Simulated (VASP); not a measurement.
Write the native input for VASP 6.6.1 that does the following.

* Task: relaxation of the atoms
* Functional: r2SCAN
* Potentials or basis: VASP PAW PBE potentials, release 64 (Cd, S)
* Cutoff: 520 eV
* k mesh: 8 × 8 × 8
* Occupations: fermi-dirac, width 0.02 eV
* Spin: no spin polarisation
* Dipole correction: no
* Further INCAR settings: ALGO = Normal; EDIFF = 1e-06; IBRION = 2; EDIFFG = -0.01; NSW = 50

The system is CdS (Hawleyite).

```
Cd S
1.0
     0.00000    2.90017    2.90017
     2.90017    0.00000    2.90017
     2.90017    2.90017    0.00000
Cd S
1 1
Direct
  0.00000 0.00000 0.00000
  0.25000 0.25000 0.25000
```

One way to write it, as run:

POSCAR

```
CdS
1.0
    0.0000000000      2.9001713200      2.9001713200
    2.9001713200      0.0000000000      2.9001713200
    2.9001713200      2.9001713200      0.0000000000
Cd S
1 1
Direct
    0.0000000000      0.0000000000      0.0000000000
    0.2500000000      0.2500000000      0.2500000000
```

INCAR.step1

```
ALGO = Normal ; EDIFF = 1E-4
ENCUT = 520 ; GGA = PE
ISMEAR = -1 ; LASPH = T
LCHARG = F ; LREAL = F
LWAVE = T ; NELM = 80
PREC = Accurate ; SIGMA = 0.02
```

INCAR.step2

```
ALGO = Normal ; EDIFF = 1E-6
EDIFFG = -0.01 ; ENCUT = 520
IBRION = 2 ; ISIF = 2
ISMEAR = -1 ; ISTART = 1
LASPH = T ; LCHARG = F
LMIXTAU = T ; LREAL = F
LWAVE = F ; METAGGA = R2SCAN
NELM = 80 ; NSW = 50
PREC = Accurate ; SIGMA = 0.02
```

KPOINTS

```
k-points
0
Gamma
  8 8 8
```

Potentials or basis: VASP PAW PBE potentials, release 64 (Cd, S).

Command:

```sh
$ cat potpaw_PBE.64/Cd/POTCAR potpaw_PBE.64/S/POTCAR > POTCAR
$ cp INCAR.step1 INCAR
$ mpirun -np 1 vasp_std > vasp.out
$ cp INCAR.step2 INCAR
$ mpirun -np 1 vasp_std > vasp.out
```

It gave:

```json
{
 "Pressure after relaxing": "3.0 GPa",
 "Band gap on the k mesh": "1.63 eV, direct"
}
```

Caveat: the relaxation stopped at its first step, so nothing moved; the PAW data sets were made with another functional, which shifts forces and pressure a little.

Run time: 25 s on 1 thread of Intel(R) Xeon(R) 6975P-C (Granite Rapids), with other jobs on the host, peak memory 0.19 GiB.
